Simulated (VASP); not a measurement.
Write the native input for VASP 6.6.1 that does the following.

```
Task                   : single point
Functional             : PBE
Potentials or basis    : VASP PAW PBE potentials, release 64 (Zn, Se, S)
Cutoff                 : 520 eV
k mesh                 : 8 × 8 × 4
Occupations            : gaussian, width 0.02 eV
Spin                   : no spin polarisation
Dipole correction      : no
Further INCAR settings : ALGO = Normal; EDIFF = 1e-06; NBANDS = 46
```

The structure of Zn4SeS3 lies in POSCAR:

```
Zn4SeS3
1.0
    3.7392067812      0.0000000000      0.0000000000
    0.0000000000      3.7392067812      0.0000000000
    0.0000000000      0.0000000000     10.5602721990
Zn Se S
4 1 3
Direct
    0.5000000000      0.0000000000      0.8785835604
    0.0000000000      0.5000000000      0.1214164396
    0.5000000000      0.0000000000      0.3642426670
    0.0000000000      0.5000000000      0.6357573330
    0.0000000000      0.0000000000      0.5000000000
    0.0000000000      0.0000000000      0.0000000000
    0.5000000000      0.5000000000      0.2430446989
    0.5000000000      0.5000000000      0.7569553011
```

These files were run (other wordings do the same):

INCAR

```
SYSTEM = Zn4SeS3
  ALGO = Normal
  EDIFF = 1E-6
  ENCUT = 520
  GGA = PE
  ISIF = 2
  ISMEAR = 0
  LASPH = .True.
  LCHARG = .False.
  LREAL = .False.
  LWAVE = .False.
  NBANDS = 46
  NELM = 60
  PREC = Accurate
  SIGMA = 0.02
```

KPOINTS

```
k-points
0
Gamma
  8 8 4
  0 0 0
```

Potentials or basis: VASP PAW PBE potentials, release 64 (Zn, Se, S).

Run with:

```console
$ cat potpaw_PBE.64/Zn/POTCAR potpaw_PBE.64/Se/POTCAR potpaw_PBE.64/S/POTCAR > POTCAR
$ mpirun -np 1 vasp_std > vasp.out
```

It gave:

The pressure is 11.3 GPa, the largest force is 0.011 eV/Å and the band gap on the k mesh is 2.24 eV.

Caveat: the cell stands under pressure.

Wall time 4.9 min on 1 thread of Intel(R) Xeon(R) Platinum 8259CL CPU @ 2.50GHz (Skylake/Cascade Lake) (shared host), peak memory 0.39 GiB.
